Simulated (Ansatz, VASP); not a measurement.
One calculation of TiSi16, two programs

```
Si Ti
1.0
     0.00000    5.43000    5.43000
     5.43000    0.00000    5.43000
     5.43000    5.43000    0.00000
Si Ti
16 1
Direct
  0.98810 0.00507 0.00367
  0.12080 0.12985 0.12819
  0.00202 0.99688 0.50115
  0.12171 0.12996 0.62150
  0.00271 0.50262 0.99517
  0.12297 0.62288 0.12780
  0.00287 0.50273 0.50079
  0.12632 0.62621 0.62452
  0.50364 0.00363 0.00429
  0.62497 0.12481 0.12452
  0.50411 0.00401 0.48758
  0.62900 0.12888 0.62076
  0.50515 0.48795 0.00366
  0.62994 0.62073 0.12815
  0.49700 0.50191 0.50113
  0.63011 0.62158 0.62146
  0.37573 0.87559 0.87464
```

Alike in both runs: functional PBE; dispersion D3(BJ); k mesh 2 × 2 × 2; occupations fermi-dirac, width 0.05 eV; no spin polarisation.

Ansatz relaxed the structure, and its values are those at the end. VASP's run is a single point on that final structure, the one shown.

|  | VASP | Ansatz |
| --- | --- | --- |
| version | VASP 6.6.1 | Ansatz 0.2.0 |
| potentials or method | VASP PAW PBE potentials, release 64 (Si, Ti_sv), cutoff 520 eV | scalar-relativistic, plane waves, PAW |
| valence electrons in the cell | 76 | 76 |

|  | VASP | Ansatz | Ansatz less VASP |
| --- | --- | --- | --- |
| rms of the force components (eV/Å) | 0.016 | 0.016 | -0.0001 |

The k mesh is coarse, so the values compare programs but aren't converged.
